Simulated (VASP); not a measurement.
Set up this calculation in VASP 6.6.1, as the native input.

* Task: single point
* Functional: r2SCAN
* Potentials or basis: VASP PAW PBE potentials, release 64 (Pb_d, F)
* Cutoff: 520 eV
* k mesh: 8 × 8 × 8
* Occupations: gaussian, width 0.05 eV
* Spin: no spin polarisation
* Dipole correction: no
* Further INCAR settings: ALGO = Normal; EDIFF = 1e-06; NBANDS = 21

PbF2:

```
Pb F
1.0
     0.00000    2.96985    2.96985
     2.96985    0.00000    2.96985
     2.96985    2.96985    0.00000
Pb F
1 2
Direct
  0.87242 0.04253 0.04253
  0.25000 0.25000 0.25000
  0.75000 0.75000 0.75000
```

This cell differs from its parent crystal: all Pb atoms moved +0.438 Å, as atom 1 towards its neighbour atom 2 (F) at 2.572 Å.

One way to write it, as run:

POSCAR

```
PbF2
1.0
    0.0000000000      2.9698500000      2.9698500000
    2.9698500000      0.0000000000      2.9698500000
    2.9698500000      2.9698500000      0.0000000000
Pb F
1 2
Direct
   -0.1275775255      0.0425258418      0.0425258418
    0.2500000000      0.2500000000      0.2500000000
    0.7500000000      0.7500000000      0.7500000000
```

INCAR.step1

```
PREC = Accurate ; ENCUT = 520
ISMEAR = 0 ; SIGMA = 0.05
LREAL = F ; LASPH = T
NELM = 80 ; NBANDS = 21
GGA = PE ; ALGO = Normal
EDIFF = 1E-4 ; LWAVE = T
LCHARG = F
```

INCAR.step2

```
PREC = Accurate ; ENCUT = 520
EDIFF = 1E-6 ; ISMEAR = 0
SIGMA = 0.05 ; LREAL = F
LASPH = T ; NELM = 80
ALGO = Normal ; ISIF = 2
LWAVE = F ; LCHARG = T
METAGGA = R2SCAN ; LMIXTAU = T
LELF = T ; LVHAR = T
NBANDS = 21 ; ISTART = 1
```

KPOINTS

```
regular mesh
0
Gamma
  8 8 8
```

Potentials or basis: VASP PAW PBE potentials, release 64 (Pb_d, F).

The run is started by

```console
$ cat potpaw_PBE.64/Pb_d/POTCAR potpaw_PBE.64/F/POTCAR > POTCAR
$ cp INCAR.step1 INCAR
$ mpirun -np 1 vasp_std > vasp.out
$ cp INCAR.step2 INCAR
$ mpirun -np 1 vasp_std > vasp.out
```

It gave:

| Property | Result |
| --- | --- |
| Pressure | 4.4 GPa |
| Largest force | 1.674 eV/Å |
| Band gap on the k mesh | 4.97 eV (least direct gap 5.20 eV) |

Caveat: the cell differs from its parent crystal (all Pb atoms moved +0.438 Å, as atom 1 towards its neighbour atom 2 (F) at 2.572 Å); the cell stands under pressure; the PAW data sets were made with another functional, which shifts forces and pressure a little; spin-orbit coupling is left out, which moves the levels of the heavy elements.

Run time: 2.9 min on 1 thread of Oxide Virtual Turin-like Processor, with other jobs on the host, peak memory 0.19 GiB.
